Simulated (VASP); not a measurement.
# C (Im-3m) in VASP: a series of runs, part 2 of 2

VASP 6.6.1.

### Step 3. Single point, LDA (volume scaled by 1.08)

INCAR reads:

```
PREC = Accurate
ENCUT = 520
EDIFF = 1E-6
ISMEAR = -1
SIGMA = 0.1
LREAL = False
LASPH = True
NELM = 80
ALGO = Normal
ISIF = 2
LWAVE = False
LCHARG = True
GGA = CA
LELF = True
LVHAR = True
NBANDS = 8
```

KPOINTS reads:

```
regular mesh
0
Gamma
  21 21 21
```

POSCAR reads:

```
C
1.0
   -1.1948717293      1.1948717293      1.1948717293
    1.1948717293     -1.1948717293      1.1948717293
    1.1948717293      1.1948717293     -1.1948717293
C
1
Direct
    0.0000000000      0.0000000000      0.0000000000
```

Potentials or basis: VASP PAW LDA potentials, release 64 (C).

Run with:

```bash
> cat potpaw_LDA.64/C/POTCAR > POTCAR
> mpirun -np 1 vasp_std > vasp.out
```

OUTCAR:

```text
PREC = Accurate
   ENCUT = 520
   EDIFF = 1E-6
   ISMEAR = -1
   LREAL = False
   LASPH = True
   NELM = 80
   ISIF = 2
   GGA = CA

 ion  position               nearest neighbor table
   1  0.000  0.000  0.000-

  LATTYP: Found a body centered cubic cell.
 ALAT       =     2.3897434586

  Lattice vectors:

 A1 = (  -1.1948717293,   1.1948717293,   1.1948717293)
 A2 = (   1.1948717293,  -1.1948717293,   1.1948717293)
 A3 = (   1.1948717293,   1.1948717293,  -1.1948717293)

Analysis of symmetry for initial positions (statically):
=====================================================================
 Subroutine PRICEL returns:
 Original cell was already a primitive cell.

 Routine SETGRP: Setting up the symmetry group for a
 body centered cubic supercell.

 Subroutine GETGRP returns: Found 48 space group operations
 (whereof 48 operations were pure point group operations)
 out of a pool of 48 trial point group operations.

The static configuration has the point symmetry O_h .

Analysis of symmetry for dynamics (positions and initial velocities):
=====================================================================
 Subroutine PRICEL returns:
 Original cell was already a primitive cell.

 Routine SETGRP: Setting up the symmetry group for a
 body centered cubic supercell.

 Subroutine GETGRP returns: Found 48 space group operations
 (whereof 48 operations were pure point group operations)
 out of a pool of 48 trial point group operations.

The dynamic configuration has the point symmetry O_h .

 Subroutine INISYM returns: Found 48 space group operations
 (whereof 48 operations are pure point group operations),
 and found     1 'primitive' translations

[... 103 lines left out ...]
   NELECT =       4.0000    total number of electrons
   NUPDOWN=      -1.0000    fix difference up-down
   EMIN   =  10.00;   EMAX   =-10.00  energy-range for DOS
   EFERMI =   0.00;   METHOD = LEGACY
   ISMEAR =    -1;   SIGMA  =   0.10  broadening in eV -4-tet -1-fermi 0-gaus
   EFERMI_NEDOS =   21; number of points for ismear=-14 and -15
   IALGO  =     38    algorithm
   IMIX   =      4    mixing-type and parameters
     AMIX     =   0.40;   BMIX     =  1.00
     AMIX_MAG =   1.60;   BMIX_MAG =  1.00
  volume/ion in A,a.u.               =       6.82        46.05
  Fermi-wavevector in a.u.,A,eV,Ry     =   1.370104  2.589121 25.540653  1.877185
  Thomas-Fermi vector in A             =   2.495920
   LORBIT       =      0    0 simple, 1 ext, 2 COOP (PROOUT), +10 PAW based schemes
   GGA     = CA    functional components
   LHFCALC =     F    Hartree Fock is set to
   AEXX    =    0.0000 exact exchange contribution
   IVDW    =     0    specifies the selected vdW correction
   LEPSILON=     F    determine dielectric tensor
   LRPA    =     F    only Hartree local field effects (RPA)
 non-spin polarized calculation
  energy-cutoff  :      520.00
  volume of cell :        6.82
 maximum number of plane-waves:       197
   NGX =  7   NGY =  7   NGZ =  7

 number of electron       4.0000000 magnetization

 Free energy of the ion-electron system (eV)
  ---------------------------------------------------
  ext. energy  EPLUGINS =         0.00000000
  ---------------------------------------------------
  free energy    TOTEN  =        -5.76538230 eV

  energy without entropy =       -5.75350371  energy(sigma->0) =       -5.75944301

 E-fermi :   8.2114     XC(G=0): -13.1313

 val. band max:        8.2109722024   @ k =   0.2381   0.1905   0.1905
 cond. band min:       8.2159372798   @ k =  -0.2857   0.3810   0.1429
 fundamental gap:      0.0049650774
 Fermi energy:         8.2114332099

 k-point     1 :       0.0000    0.0000    0.0000
  band No.  band energies     occupation
      1     -10.9786      2.00000
      2      16.9800      0.00000
      3      16.9800      0.00000
      4      16.9800      0.00000
      5      41.1974      0.00000
      6      41.1974      0.00000
      7      41.1974      0.00000
      8      42.9959      0.00000
[... 243 lines left out ...]
 k-point    24 :       0.1905    0.0952    0.0000
  band No.  band energies     occupation
      1      -8.1984      2.00000
      2      11.4379      0.00000
      3      13.9228      0.00000
      4      15.8773      0.00000
      5      32.6770      0.00000
      6      34.1463      0.00000
      7      41.7223      0.00000
      8      43.0558      0.00000

 [... further k-points ...]
[... 5 lines left out ...]
  --------------------------------------------------------------------------------------
  -------------------------------------------------------------------------------------
  Total       -0.6221318     -0.6221318     -0.6221318     -0.0000000      0.0000000      0.0000000
  in kB     -146.0727202   -146.0727202   -146.0727202     -0.0000000      0.0000000      0.0000000
  external PRESSURE =    -146.0727202 kB  Pullay stress =       0.0000000 kB

 VOLUME and BASIS-vectors are now :
 -----------------------------------------------------------------------------
  energy-cutoff  :      520.00
  volume of cell :        6.82
      direct lattice vectors                 reciprocal lattice vectors
    -1.194871729  1.194871729  1.194871729     0.000000000  0.418454959  0.418454959
     1.194871729 -1.194871729  1.194871729     0.418454959  0.000000000  0.418454959
     1.194871729  1.194871729 -1.194871729     0.418454959  0.418454959  0.000000000

 POSITION                                       TOTAL-FORCE (eV/Angst)
 -----------------------------------------------------------------------------------
      0.00000      0.00000      0.00000        -0.000000      0.000000      0.000000
 -----------------------------------------------------------------------------------
    total drift:                               -0.000000     -0.000000      0.000000

  FREE ENERGIE OF THE ION-ELECTRON SYSTEM (eV)
  ---------------------------------------------------
  free  energy   TOTEN  =        -5.7653823029 eV

  energy  without entropy=       -5.7535037073  energy(sigma->0) =       -5.75944301
```

Run time: 13 s. Hardware: 1 thread of AMD EPYC 7R43 (Zen 3), shared host; peak memory 0.08 GiB.

Results:

```yaml
Free_energy: -5.7654 eV
Pressure: -14.6 GPa
Band_gap_on_the_k_mesh: zero (band 2 reaches 16.98 eV, above the bottom of band 3 at 3.29 eV)
```

Caveat: the cell differs from its parent crystal (volume scaled by 1.08).

### Step 4. Single point, LDA (volume scaled by 1.12)

INCAR reads:

```
PREC = Accurate
ENCUT = 520
EDIFF = 1E-6
ISMEAR = -1
SIGMA = 0.1
LREAL = False
LASPH = True
NELM = 60
ALGO = Normal
ISIF = 2
LWAVE = False
LCHARG = False
GGA = CA
NBANDS = 8
```

KPOINTS reads:

```
Automatic mesh
0
Gamma
  21 21 21
```

POSCAR reads:

```
C
1.0
   -1.2094447720      1.2094447720      1.2094447720
    1.2094447720     -1.2094447720      1.2094447720
    1.2094447720      1.2094447720     -1.2094447720
C
1
Direct
    0.0000000000      0.0000000000      0.0000000000
```

Run with:

```bash
> cat potpaw_LDA.64/C/POTCAR > POTCAR
> mpirun -np 1 vasp_std > vasp.out
```

Wall time 14 s (1 thread of AMD EPYC 7R43 (Zen 3), shared host); peak memory 0.08 GiB.

It converged, with:

* Free energy: -5.7382 eV
* Pressure: -20.0 GPa
* Band gap on the k mesh: zero (band 2 reaches 16.16 eV, above the bottom of band 3 at 3.02 eV)

Levels at points of the mesh, in eV from the Fermi level:
```tsv
k point	band 1	band 2	band 3	band 4	band 5	band 6	band 7
(0.00, 0.00, 0.00)	-18.72	8.45	8.45	8.45	32.42	32.42	32.42
```

Caveat: the cell differs from its parent crystal (volume scaled by 1.12).

### Step 5. Relaxation of cell and atoms, LDA

This run uses another cell than the first one, of 6.62 Å³/atom, 1.007 times its volume.

INCAR reads:

```
PREC = Accurate ; ENCUT = 600
EDIFF = 1E-6 ; ISMEAR = -1
SIGMA = 0.1 ; LREAL = False
LASPH = True ; NELM = 80
ALGO = Normal ; ISIF = 3
LWAVE = False ; LCHARG = False
GGA = CA ; IBRION = 2
NSW = 80 ; EDIFFG = -0.01
```

KPOINTS reads:

```
Automatic mesh
0
Gamma
  18 18 18
```

POSCAR reads:

```
C
1.0
   -1.1826249197      1.1826249197      1.1826249197
    1.1826249197     -1.1826249197      1.1826249197
    1.1826249197      1.1826249197     -1.1826249197
C
1
Direct
    0.0000000000      0.0000000000      0.0000000000
```

Run with:

```bash
> cat potpaw_LDA.64/C/POTCAR > POTCAR
> mpirun -np 1 vasp_std > vasp.out
```

Run time: 15 s. Hardware: 1 thread of AMD EPYC 7R43 (Zen 3), shared host; peak memory 0.08 GiB.

It converged, with:

| Item | Value |
| --- | --- |
| Free energy | -5.7897 eV |
| Relaxed volume | 6.33 Å³/atom |
| Relaxed cell | a = 2.018 Å, b = 2.018 Å, c = 2.018 Å, α = 109.47°, β = 109.47°, γ = 109.47° |
| Space group after relaxing (to 0.05 Å) | Im-3m (No. 229) |
| Energy gained by relaxing | 8.5 meV/atom |
| Ionic steps | 3 |
| Pressure after relaxing | 0.0 GPa |
| Band gap on the k mesh | zero (band 2 reaches 18.75 eV, above the bottom of band 3 at 3.87 eV) |

Step by step:
```csv
step,energy change (eV),largest force (eV/Å),pressure (GPa),volume (Å³)
1,0.0000,0.0000,-9.08,6.62
2,-0.0081,0.0000,2.28,6.26
3,-0.0085,0.0000,-0.01,6.33
```

Final structure:
```
C
1.0
    -1.16511    1.16511    1.16511
     1.16511   -1.16511    1.16511
     1.16511    1.16511   -1.16511
C
1
Cartesian
  0.0000 0.0000 0.0000
```

Levels at points of the mesh, in eV from the Fermi level:
| k point | band 1 | band 2 | band 3 | band 4 | band 5 |
| --- | --- | --- | --- | --- | --- |
| (0.00, 0.00, 0.00) | -20.23 | 9.45 | 9.45 | 9.45 | 34.19 |
| (0.50, 0.00, 0.00) | -9.40 | -8.52 | 4.57 | 7.94 | 22.50 |
| (0.50, 0.50, 0.50) | -1.72 | -1.72 | -1.72 | 1.51 | 11.98 |

### Step 6. Single point, LDA

This run uses another cell than the first one, of 6.32 Å³/atom, 0.962 times its volume.

INCAR reads:

```
SYSTEM = C
PREC = Accurate ; ENCUT = 520
EDIFF = 1E-7 ; ISMEAR = -1
SIGMA = 0.1 ; LREAL = .False.
LASPH = .True. ; NELM = 80
ALGO = Normal ; ISIF = 2
LWAVE = .False. ; LCHARG = .False.
GGA = CA ; NBANDS = 8
```

KPOINTS reads:

```
regular mesh
0
Gamma
  31 31 31
  0 0 0
```

POSCAR reads:

```
C
1.0
   -1.1646087104      1.1646087104      1.1646087104
    1.1646087104     -1.1646087104      1.1646087104
    1.1646087104      1.1646087104     -1.1646087104
C
1
Direct
    0.0000000000      0.0000000000      0.0000000000
```

Potentials or basis: VASP PAW LDA potentials, release 64 (C).

Run with:

```bash
> cat potpaw_LDA.64/C/POTCAR > POTCAR
> mpirun -np 1 vasp_std > vasp.out
```

Run time: 37 s. Hardware: 1 thread of AMD EPYC 7R43 (Zen 3), shared host; peak memory 0.1 GiB.

The run converged. Its results:

```
Free energy            : -5.7887 eV
Pressure               : 0.3 GPa
Band gap on the k mesh : zero (band 2 reaches 18.78 eV, above the bottom of band 3 at 3.93 eV)
```

Levels at points of the mesh, in eV from the Fermi level:
```csv
k point,band 1,band 2,band 3,band 4,band 5
"(0.00, 0.00, 0.00)",-20.24,9.47,9.47,9.47,34.22
```

### Step 7. Single point, LDA, non-collinear spin, zero start, spin-orbit coupling

This run uses another cell than the first one, of 6.32 Å³/atom, 0.962 times its volume.

INCAR reads:

```
SYSTEM = C
PREC = Accurate ; ENCUT = 520
EDIFF = 1E-6 ; ISMEAR = -1
SIGMA = 0.1 ; LREAL = .FALSE.
LASPH = .TRUE. ; NELM = 150
ALGO = Normal ; ISIF = 2
LWAVE = .FALSE. ; LCHARG = .FALSE.
LNONCOLLINEAR = .TRUE. ; MAGMOM = 0 0 0
LORBIT = 11 ; LSORBIT = .TRUE.
GGA_COMPAT = .FALSE. ; LORBMOM = .TRUE.
GGA = CA ; NBANDS = 15
```

KPOINTS reads:

```
Automatic mesh
0
G
  19 19 19
  0 0 0
```

POSCAR is that of step 6.

Run with:

```bash
> cat potpaw_LDA.64/C/POTCAR > POTCAR
> mpirun -np 1 vasp_ncl > vasp.out
```

Wall time 41 s (1 thread of AMD EPYC 7R43 (Zen 3), shared host); peak memory 0.1 GiB.

The run converged. Its results:

```yaml
Free_energy: -5.7899 eV
Pressure: -0.1 GPa
Net_moment: 0.00 μB per cell
Valence_electrons_inside_the_program's_atomic_spheres: C 2.13
```

Moments on the atoms (μB; x, y, z):
```
C   0.00 0.00 0.00
```

### Step 8. Summary

```csv
task,spin,cell,k mesh,cutoff (eV),gap on the mesh (eV),pressure (GPa)
single point,off,"a = 2.044 Å, angles 109.5°, 1 atom",21 × 21 × 21,520,none,-8.0
single point,off,"a = 2.070 Å, angles 109.5°, 1 atom",21 × 21 × 21,520,none,-14.6
single point,off,"a = 2.095 Å, angles 109.5°, 1 atom",21 × 21 × 21,520,none,-20.0
relaxation of cell and atoms,off,"relaxed from a = 2.048 Å, angles 109.5°, 1 atom",18 × 18 × 18,600,none,0.0
single point,off,"a = 2.017 Å, angles 109.5°, 1 atom",31 × 31 × 31,520,none,0.3
single point,"non-collinear, zero start, SOC","a = 2.017 Å, angles 109.5°, 1 atom",19 × 19 × 19,520,-,-0.1
```

Alike in all rows: level LDA; potentials or basis VASP PAW LDA potentials, release 64 (C); smearing fermi-dirac 0.1 eV.

Absolute energies hang on the potentials; compare differences alone.
